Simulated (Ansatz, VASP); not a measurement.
## One calculation of Ga, two programs

File INCAR:

```
SYSTEM = Ga
PREC = Accurate
ENCUT = 520
EDIFF = 1E-6
ISMEAR = -1
SIGMA = 0.05
LREAL = .FALSE.
LASPH = .TRUE.
NELM = 60
ALGO = Fast
ISIF = 2
LWAVE = .FALSE.
LCHARG = .TRUE.
GGA = PS
LELF = .TRUE.
LVHAR = .TRUE.
NBANDS = 20
```

The input KPOINTS:

```
Automatic mesh
0
G
  10 10 8
  0 0 0
```

POSCAR

```
Ga
1.0
    1.4402681631     -4.0377172988      0.0000000000
    1.4402681631      4.0377172988      0.0000000000
    0.0000000000      0.0000000000      3.1487241912
Ga
2
Direct
    0.1330000000      0.8670000000      0.7500000000
    0.8670000000      0.1330000000      0.2500000000
```

Contents of input.yaml:

```yaml
crystal:
  lattice:
    - [1.4402681631, -4.0377172988, 0.0]
    - [1.4402681631, 4.0377172988, 0.0]
    - [0.0, 0.0, 3.1487241912]
  atoms:
    - { symbol: Ga, position: [0.133, 0.867, 0.75] }
    - { symbol: Ga, position: [0.867, 0.133, 0.25] }
hamiltonian:
  xc: pbesol
  pseudopotentials: { kind: paw }
kpoints:
  mp_grid: { grid: [10, 10, 8] }
scf:
  occupations: { method: fermi_dirac, width: 0.05 }
output:
  forces: true
  stress: true
  eigenvalues: true
```

Alike in both runs: task single point; functional PBEsol; k mesh 10 × 10 × 8; occupations fermi-dirac, width 0.05 eV; no spin polarisation.

|  | VASP | Ansatz |
| --- | --- | --- |
| version | VASP 6.6.1 | Ansatz 0.2.0 |
| potentials or method | VASP PAW PBE potentials, release 64 (Ga_d) | Ansatz PAW |
| plane-wave cutoff (eV) | 520 | 420 |
| valence electrons in the cell | 26 | 26 |

|  | VASP | Ansatz | Ansatz less VASP |
| --- | --- | --- | --- |
| gap on the k mesh at the Fermi level (eV) | none | none | - |
| pressure (GPa) | -1.0 | -1.0 | -0.03 |
| traceless stress, the component that is largest in VASP (GPa) | -1.89 | -1.89 | 0.000 |
| rms of the force components (eV/Å) | 0.126 | 0.126 | -0.0001 |

VASP's potentials were made for PBE, not for PBEsol. Atom by atom the forces differ by 0.000 eV/Å (rms over components). A gap of «none» marks a metal or a gap that the smearing closes.
